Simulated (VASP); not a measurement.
Input of a VASP 6.6.1 run:

Contents of INCAR:

```
SYSTEM = TiC
PREC = Accurate
ENCUT = 520
EDIFF = 1E-6
ISMEAR = -1
SIGMA = 0.08
LREAL = .False.
LASPH = .True.
NELM = 60
ALGO = Normal
ISIF = 2
LWAVE = .False.
LCHARG = .False.
GGA = PE
NBANDS = 15
```

The input KPOINTS:

```
regular mesh
0
Gamma
  16 16 14
  0 0 0
```

Contents of POSCAR:

```
TiC
1.0
    3.0452841791      0.0000000000      0.0000000000
   -1.5226420896      2.6372934609      0.0000000000
    0.0000000000      0.0000000000      2.6939039114
Ti C
1 1
Direct
    0.0000000000      0.0000000000      0.0000000000
    0.3497521623      0.6666666667      0.5000000000
```

Potentials or basis: VASP PAW PBE potentials, release 64 (Ti_sv, C).

Launch:

```console
$ cat potpaw_PBE.64/Ti_sv/POTCAR potpaw_PBE.64/C/POTCAR > POTCAR
$ mpirun -np 1 vasp_std > vasp.out
```

Task: Predict the largest force.

Result: 0.306 eV/Å.

Task: What does it give for the pressure?

Result: 0.3 GPa.

Task: Estimate the band gap on the k mesh.

Result: Zero (bands 8 and 9 overlap by 0.20 eV).

Stress tensor (GPa, compression positive):
```
 0.00  1.39  0.00
 1.39 -0.05  0.00
 0.00  0.00  0.90
```

Caveat: the cell differs from its parent crystal (atom 2 (C) moved by [0.05, 0.0, 0.0] A).
